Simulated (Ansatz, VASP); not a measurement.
RbBr: VASP beside Ansatz

The input INCAR:

```
PREC     = Accurate       # precision mode
ENCUT    = 520            # plane-wave cutoff, eV
EDIFF    = 1E-6           # SCF threshold, eV
ISMEAR   = 0              # smearing method
SIGMA    = 0.02           # smearing width, eV
LREAL    = F              # projectors in reciprocal space
LASPH    = T              # aspherical terms in the spheres
NELM     = 100            # most SCF steps
ALGO     = Normal         # electronic algorithm
ISIF     = 2              # what is computed and relaxed
LWAVE    = F              # write WAVECAR
LCHARG   = T              # write CHGCAR
GGA      = PE             # functional
LELF     = T              # ELF
LVHAR    = T            
NBANDS   = 15             # bands
```

File KPOINTS:

```
regular mesh
0
Gamma
  6 6 6
```

The input POSCAR:

```
RbBr
1.0
    4.2607112023      0.0000000000      0.0000000000
    0.0000000000      4.2607112023      0.0000000000
    0.0000000000      0.0000000000      4.2607112023
Rb Br
1 1
Direct
    0.0000000000      0.0000000000      0.0000000000
    0.5000000000      0.5000000000      0.5000000000
```

Input for Ansatz:

```yaml
crystal:
  lattice:
    - [4.2607112023, 0.0, 0.0]
    - [0.0, 4.2607112023, 0.0]
    - [0.0, 0.0, 4.2607112023]
  atoms:
    - { symbol: Rb, position: [0.0, 0.0, 0.0] }
    - { symbol: Br, position: [0.5, 0.5, 0.5] }
basis:
  ecutwfc: 420
kpoints:
  mp_grid: { grid: [6, 6, 6] }
hamiltonian:
  xc: pbe
scf:
  occupations: { method: gaussian, width: 0.02 }
output:
  forces: true
  stress: true
  eigenvalues: true
  write_density: true
  write_potential: true
  elf: true
  volumetric_format: npy
```

Alike in both runs: task single point; functional PBE; k mesh 6 × 6 × 6; occupations gaussian, width 0.02 eV; no spin polarisation.

```csv
,VASP,Ansatz
version,VASP 6.6.1,Ansatz 0.2.0
potentials or method,"VASP PAW PBE potentials, release 64 (Rb_sv, Br), cutoff 520 eV","scalar-relativistic, plane waves, PAW"
valence electrons in the cell,16,16
```

|  | VASP | Ansatz | Ansatz less VASP |
| --- | --- | --- | --- |
| gap on the k mesh at the Fermi level (eV) | 3.78 | 3.78 | +0.001 |
| least direct gap on the mesh (eV) | 3.93 | 3.93 | 0.000 |
| pressure (GPa) | -0.5 | -0.6 | -0.02 |
